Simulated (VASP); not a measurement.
Input of a VASP 6.6.1 run:

INCAR

```
ALGO = Normal
EDIFF = 1E-6
ENCUT = 600
GGA = PE
GGA_COMPAT = False
ISIF = 2
ISMEAR = 0
LASPH = True
LCHARG = False
LREAL = False
LWAVE = False
NBANDS = 21
NELM = 120
PREC = Accurate
SIGMA = 0.028999999999999998
```

File KPOINTS:

```
k-points
0
Gamma
  8 8 8
```

File POSCAR:

```
PbF2
1.0
    0.0000000000      2.9636600000      2.9636600000
    2.9636600000      0.0000000000      2.9636600000
    2.9636600000      2.9636600000      0.0000000000
Pb F
1 2
Direct
    0.0000000000      0.0000000000      0.0000000000
    0.7500000000      0.7500000000      0.7500000000
    0.2500000000      0.2500000000      0.2500000000
```

Potentials or basis: VASP PAW PBE potentials, release 64 (Pb_d, F).

The run is started by

```bash
$ cat potpaw_PBE.64/Pb_d/POTCAR potpaw_PBE.64/F/POTCAR > POTCAR
$ mpirun -np 1 vasp_std > vasp.out
```

Q: Estimate the band gap on the k mesh.

A: 4.42 eV (least direct gap 4.56 eV).

Q: Predict the pressure.

A: 2.4 GPa.

Caveat: spin-orbit coupling is left out, which moves the levels of the heavy elements. A k mesh can miss the band edges.
